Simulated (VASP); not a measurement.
# Sc3Ga2As (P6_3/mmc) in VASP: further runs

The runs below take Sc3Ga2As through single point, relaxation of cell and atoms, with PBE.

All numbers are computed with VASP 6.6.1; they aren't measurements. Logs are shortened: lines on timing, memory, paths and dates and some standing lists are left out, and cuts for length are marked.

### 1 The cell of the first run

It takes space group P6_3/mmc (No. 194, hexagonal). The conventional cell has a = 3.423 Å, b = 3.423 Å, c = 20.756 Å, α = 90.00°, β = 90.00°, γ = 120.00°. Within 3.5 Å of Sc (site symmetry 3m) lie 3 Ga at 2.31 Å and 3 As at 3.22 Å and 9 Sc at 3.30 to 3.42 Å. Sc (site symmetry -3m) has 6 Ga at 2.45 Å and 12 Sc at 3.30 to 3.42 Å within 3.5 Å. Within 3.1 Å of Ga (site symmetry 3m) lie 6 Sc at 2.31 to 2.45 Å. Within 4.3 Å of As (site symmetry -6m2) lie 6 Sc at 3.22 Å and 6 As at 3.42 Å and 6 Ga at 4.24 Å.

The cell was generated, and may not be a known phase.

### 2 Single point, PBE

INCAR

```
PREC     = Accurate       # precision mode
ENCUT    = 520            # plane-wave cutoff, eV
EDIFF    = 1E-6           # SCF threshold, eV
ISMEAR   = 0              # smearing method
SIGMA    = 0.1            # smearing width, eV
LREAL    = F              # projectors in reciprocal space
LASPH    = T              # aspherical terms in the spheres
NELM     = 80             # most SCF steps
ALGO     = Fast           # electronic algorithm
ISIF     = 2              # what is computed and relaxed
LWAVE    = F              # write WAVECAR
LCHARG   = F              # write CHGCAR
GGA      = PE             # functional
NBANDS   = 76             # bands
```

KPOINTS

```
Automatic mesh
0
Gamma
  6 6 1
```

POSCAR

```
Sc3Ga2As
1.0
    3.4231357100      0.0000000000      0.0000000000
   -1.7115678500      2.9645224800      0.0000000000
    0.0000000000      0.0000000000     20.7555233300
Sc Ga As
6 4 2
Direct
    0.6666666700      0.3333333300      0.3726033900
    0.3333333300      0.6666666700      0.8726033900
    0.3333333300      0.6666666700      0.6273966100
    0.6666666700      0.3333333300      0.1273966100
    0.0000000000      0.0000000000      0.5000000000
    0.0000000000      0.0000000000      0.0000000000
    0.3333333300      0.6666666700      0.4305387700
    0.6666666700      0.3333333300      0.9305387700
    0.3333333300      0.6666666700      0.0694612300
    0.6666666700      0.3333333300      0.5694612300
    0.0000000000      0.0000000000      0.7500000000
    0.0000000000      0.0000000000      0.2500000000
```

Potentials or basis: VASP PAW PBE potentials, release 64 (Sc_sv, Ga_d, As).

The run is started by

```console
$ cat potpaw_PBE.64/Sc_sv/POTCAR potpaw_PBE.64/Ga_d/POTCAR potpaw_PBE.64/As/POTCAR > POTCAR
$ mpirun -np 1 vasp_std > vasp.out
```

OUTCAR:

```text
PREC = Accurate
   ENCUT = 520
   EDIFF = 1E-6
   ISMEAR = 0
   LREAL = F
   LASPH = T
   NELM = 80
   ISIF = 2
   GGA = PE

 ion  position               nearest neighbor table
   1  0.667  0.333  0.373-   7 2.31   7 2.31   7 2.31   5 3.30   5 3.30   5 3.30
   2  0.333  0.667  0.873-   8 2.31   8 2.31   8 2.31   6 3.30   6 3.30   6 3.30
   3  0.333  0.667  0.627-  10 2.31  10 2.31  10 2.31   5 3.30   5 3.30   5 3.30
   4  0.667  0.333  0.127-   9 2.31   9 2.31   9 2.31   6 3.30   6 3.30   6 3.30
   5  0.000  0.000  0.500-   7 2.45  10 2.45   7 2.45  10 2.45  10 2.45   7 2.45   1 3.30   3 3.30
                             3 3.30   1 3.30   3 3.30   1 3.30
   6  0.000  0.000  0.000-   8 2.45   9 2.45   9 2.45   8 2.45   8 2.45   9 2.45   2 3.30   4 3.30
                             2 3.30   4 3.30   2 3.30   4 3.30
   7  0.333  0.667  0.431-   1 2.31   1 2.31   1 2.31   5 2.45   5 2.45   5 2.45
   8  0.667  0.333  0.931-   2 2.31   2 2.31   2 2.31   6 2.45   6 2.45   6 2.45
   9  0.333  0.667  0.069-   4 2.31   4 2.31   4 2.31   6 2.45   6 2.45   6 2.45
  10  0.667  0.333  0.569-   3 2.31   3 2.31   3 2.31   5 2.45   5 2.45   5 2.45
  11  0.000  0.000  0.750-
  12  0.000  0.000  0.250-

  LATTYP: Found a hexagonal cell.
 ALAT       =     3.4231357100
 C/A-ratio  =     6.0633071804

  Lattice vectors:

 A1 = (   3.4231357100,   0.0000000000,   0.0000000000)
 A2 = (  -1.7115678500,   2.9645224800,   0.0000000000)
 A3 = (   0.0000000000,   0.0000000000,  20.7555233300)

Analysis of symmetry for initial positions (statically):
=====================================================================
 Subroutine PRICEL returns:
 Original cell was already a primitive cell.

 Routine SETGRP: Setting up the symmetry group for a
 hexagonal supercell.

 Subroutine GETGRP returns: Found 24 space group operations
 (whereof 12 operations were pure point group operations)
 out of a pool of 24 trial point group operations.

The static configuration has the point symmetry D_3d.
 The point group associated with its full space group is D_6h.

Analysis of symmetry for dynamics (positions and initial velocities):
=====================================================================
 Subroutine PRICEL returns:
 Original cell was already a primitive cell.

 Routine SETGRP: Setting up the symmetry group for a
 hexagonal supercell.

 Subroutine GETGRP returns: Found 24 space group operations
 (whereof 12 operations were pure point group operations)
 out of a pool of 24 trial point group operations.

The dynamic configuration has the point symmetry D_3d.
 The point group associated with its full space group is D_6h.

 Subroutine INISYM returns: Found 24 space group operations
 (whereof 12 operations are pure point group operations),
 and found     1 'primitive' translations

----------------------------------------------------------------------------------------

                                     Primitive cell

  volume of cell :     210.6263

  direct lattice vectors                    reciprocal lattice vectors
     3.423135710  0.000000000  0.000000000     0.292129815  0.168661227  0.000000000
    -1.711567850  2.964522480  0.000000000     0.000000000  0.337322455  0.000000000
     0.000000000  0.000000000 20.755523330     0.000000000  0.000000000  0.048179946

  length of vectors
     3.423135710  3.423135703 20.755523330     0.337322454  0.337322455  0.048179946

  position of ions in fractional coordinates (direct lattice)
     0.666666670  0.333333330  0.372603390
     0.333333330  0.666666670  0.872603390
     0.333333330  0.666666670  0.627396610
     0.666666670  0.333333330  0.127396610
     0.000000000  0.000000000  0.500000000
     0.000000000  0.000000000  0.000000000
     0.333333330  0.666666670  0.430538770
     0.666666670  0.333333330  0.930538770
     0.333333330  0.666666670  0.069461230
     0.666666670  0.333333330  0.569461230
     0.000000000  0.000000000  0.750000000
     0.000000000  0.000000000  0.250000000

  ion indices of the primitive-cell ions
   primitive index   ion index
                 1           1
                 2           2
                 3           3
                 4           4
                 5           5
                 6           6
                 7           7
                 8           8
                 9           9
                10          10
                11          11
                12          12

----------------------------------------------------------------------------------------

 KPOINTS: Automatic mesh

Automatic generation of k-mesh.
 Grid dimensions read from file:
 generate k-points for:    6    6    1

 Generating k-lattice:

  Cartesian coordinates                     Fractional coordinates (reciprocal lattice)
     0.048688302  0.028110204  0.000000000     0.166666667 -0.000000000  0.000000000
     0.000000000  0.056220409  0.000000000     0.000000000  0.166666667  0.000000000
     0.000000000  0.000000000  0.048179946     0.000000000  0.000000000  1.000000000

  Length of vectors
     0.056220409  0.056220409  0.048179946

  Shift w.r.t. Gamma in fractional coordinates (k-lattice)
     0.000000000  0.000000000  0.000000000

 Subroutine IBZKPT returns following result:
 ===========================================

 Found      7 irreducible k-points:

 Following reciprocal coordinates:
            Coordinates               Weight
  0.000000  0.000000  0.000000      1.000000
  0.166667  0.000000  0.000000      6.000000
  0.333333  0.000000  0.000000      6.000000
  0.500000  0.000000  0.000000      3.000000
  0.166667  0.166667  0.000000      6.000000
  0.333333  0.166667  0.000000     12.000000
  0.333333  0.333333  0.000000      2.000000
   k-points           NKPTS =      7   k-points in BZ     NKDIM =      7   number of bands    NBANDS=     76
   number of dos      NEDOS =    301   number of ions     NIONS =     12
   total plane-waves  NPLWV = 125440
   dimension x,y,z NGX =    28 NGY =   28 NGZ =  160
   dimension x,y,z NGXF=    56 NGYF=   56 NGZF=  320
   ions per type =               6   4   2
   NGX,Y,Z   is equivalent  to a cutoff of  13.60, 13.60, 12.82 a.u.
   NGXF,Y,Z  is equivalent  to a cutoff of  27.20, 27.20, 25.63 a.u.
 SYSTEM =  unknown system
   PREC   = accura    normal or accurate (medium, high low for compatibility)
   ISTART =      0    job   : 0-new  1-cont  2-samecut
   ICHARG =      2    charge: 1-file 2-atom 10-const
   ISPIN  =      1    spin polarized calculation?
   LNONCOLLINEAR =      F non collinear calculations
   LSORBIT =      F    spin-orbit coupling
   LASPH  =      T    aspherical Exc in radial PAW
   ENCUT  =  520.0 eV  38.22 Ry    6.18 a.u.   6.36  6.36 38.59*2*pi/ulx,y,z
   NELM   =     80;   NELMIN=  2; NELMDL= -5     # of ELM steps
   EDIFF  = 0.1E-05   stopping-criterion for ELM
   LREAL  =      F    real-space projection
   EDIFFG = 0.1E-04   stopping-criterion for IOM
   NSW    =      0    number of steps for IOM
   IBRION =     -1    ionic relax: 0-MD 1-quasi-New 2-CG
   NFREE  =      0    steps in history (QN), initial steepest desc. (CG)
   ISIF   =      2    stress and relaxation
   ISYM   =      2    0-nonsym 1-usesym 2-fastsym
   POTIM  = 0.5000    time-step for ionic-motion
   TEBEG  =    0.0;   TEEND  =   0.0 temperature during run
   PSTRESS=    0.0 pullay stress
   NELECT =     128.0000    total number of electrons
   NUPDOWN=      -1.0000    fix difference up-down
   EMIN   =  10.00;   EMAX   =-10.00  energy-range for DOS
   EFERMI =   0.00;   METHOD = LEGACY
   ISMEAR =     0;   SIGMA  =   0.10  broadening in eV -4-tet -1-fermi 0-gaus
   EFERMI_NEDOS =   21; number of points for ismear=-14 and -15
   IALGO  =     68    algorithm
   IMIX   =      4    mixing-type and parameters
     AMIX     =   0.40;   BMIX     =  1.00
     AMIX_MAG =   1.60;   BMIX_MAG =  1.00
  volume/ion in A,a.u.               =      17.55       118.45
  Fermi-wavevector in a.u.,A,eV,Ry     =   1.386673  2.620431 26.162115  1.922861
  Thomas-Fermi vector in A             =   2.510966
   LORBIT       =      0    0 simple, 1 ext, 2 COOP (PROOUT), +10 PAW based schemes
   GGA     = PE    functional components
   LHFCALC =     F    Hartree Fock is set to
   AEXX    =    0.0000 exact exchange contribution
   IVDW    =     0    specifies the selected vdW correction
   LEPSILON=     F    determine dielectric tensor
   LRPA    =     F    only Hartree local field effects (RPA)
 non-spin polarized calculation
 RMM-DIIS sequential band-by-band and
 Gauss-broadening in eV      SIGMA  =   0.10
  energy-cutoff  :      520.00
  volume of cell :      210.63
 maximum number of plane-waves:      5701
 NGX is ok and might be reduce to    28
   NGX = 13   NGY = 13   NGZ = 77

 number of electron     127.9999995 magnetization

 Free energy of the ion-electron system (eV)
  ---------------------------------------------------
  ext. energy  EPLUGINS =         0.00000000
  ---------------------------------------------------
  free energy    TOTEN  =       -50.67052306 eV

  energy without entropy =      -50.60418254  energy(sigma->0) =      -50.63735280

 E-fermi :   5.5862     XC(G=0): -11.1313

 val. band max:        5.5255114467   @ k =   0.0000   0.0000   0.0000
 cond. band min:       5.6545176514   @ k =   0.1667   0.0000   0.0000
 fundamental gap:      0.1290062048
 Fermi energy:         5.5862475339

 k-point     1 :       0.0000    0.0000    0.0000
  band No.  band energies     occupation
      1     -43.0710      2.00000
      2     -43.0710      2.00000
      3     -43.0703      2.00000
      4     -43.0703      2.00000
      5     -42.1863      2.00000
      6     -42.1863      2.00000
[... 68 lines left out ...]
     75       8.4233      0.00000
     76       8.5617      0.00000
[... 472 lines left out ...]
     75       8.6172      0.00000
     76       8.7497      0.00000

------------------------ aborting loop because EDIFF is reached ----------------------------------------

  FORCE on cell =-STRESS in cart. coord.  units (eV):
  Direction    XX          YY          ZZ          XY          YZ          ZX
  --------------------------------------------------------------------------------------
  -------------------------------------------------------------------------------------
  Total       48.4976103     48.4976101     46.4945483      0.0000001      0.0000000     -0.0000000
  in kB      368.9082507    368.9082494    353.6714978      0.0000006      0.0000000     -0.0000000
  external PRESSURE =     363.8293326 kB  Pullay stress =       0.0000000 kB

 VOLUME and BASIS-vectors are now :
 -----------------------------------------------------------------------------
  energy-cutoff  :      520.00
  volume of cell :      210.63
      direct lattice vectors                 reciprocal lattice vectors
     3.423135710  0.000000000  0.000000000     0.292129815  0.168661227  0.000000000
    -1.711567850  2.964522480  0.000000000     0.000000000  0.337322455  0.000000000
     0.000000000  0.000000000 20.755523330     0.000000000  0.000000000  0.048179946

 POSITION                                       TOTAL-FORCE (eV/Angst)
 -----------------------------------------------------------------------------------
      1.71157      0.98817      7.73358         0.000000     -0.000000     -7.006859
     -0.00000      1.97635     18.11134        -0.000000     -0.000000     -7.006859
     -0.00000      1.97635     13.02194        -0.000000     -0.000000      7.006859
      1.71157      0.98817      2.64418        -0.000000      0.000000      7.006859
      0.00000      0.00000     10.37776        -0.000000     -0.000000     -0.000000
      0.00000      0.00000      0.00000        -0.000000     -0.000000     -0.000000
     -0.00000      1.97635      8.93606        -0.000000      0.000000      1.620635
      1.71157      0.98817     19.31382         0.000000     -0.000000      1.620635
     -0.00000      1.97635      1.44170        -0.000000      0.000000     -1.620635
      1.71157      0.98817     11.81947         0.000000     -0.000000     -1.620635
      0.00000      0.00000     15.56664        -0.000000     -0.000000     -0.000000
      0.00000      0.00000      5.18888        -0.000000     -0.000000     -0.000000
 -----------------------------------------------------------------------------------
    total drift:                                0.000000      0.000000     -0.000000

  FREE ENERGIE OF THE ION-ELECTRON SYSTEM (eV)
  ---------------------------------------------------
  free  energy   TOTEN  =       -50.6705230569 eV

  energy  without entropy=      -50.6041825358  energy(sigma->0) =      -50.63735280
```

Run time: 3.6 min. Hardware: 1 thread of AMD EPYC 9R45 (Zen 5), shared host; peak memory 0.37 GiB.

Results:

| Property | Result |
| --- | --- |
| Free energy | -50.6705 eV |
| Pressure | 36.4 GPa |
| Largest force | 7.007 eV/Å |
| Band gap on the k mesh | zero (bands 64 and 65 overlap by 1.20 eV) |

Forces in eV/Å, atoms in the order of the input:
```
Sc   0.000  0.000 -7.007
Sc   0.000  0.000 -7.007
Sc   0.000  0.000  7.007
Sc   0.000  0.000  7.007
Sc   0.000  0.000  0.000
Sc   0.000  0.000  0.000
Ga   0.000  0.000  1.621
Ga   0.000  0.000  1.621
Ga   0.000  0.000 -1.621
Ga   0.000  0.000 -1.621
As   0.000  0.000  0.000
As   0.000  0.000  0.000
```

Stress tensor (GPa, compression positive):
```
36.89  0.00  0.00
 0.00 36.89  0.00
 0.00  0.00 35.37
```

Caveat: the cell stands under pressure; forces of over 1 eV/Å act on the atoms, so gaps and moduli don't describe the material at rest.

(Part 1 of 2 ends here.)

The gap in the log of VASP goes by the Fermi energy; the results here count the filled bands.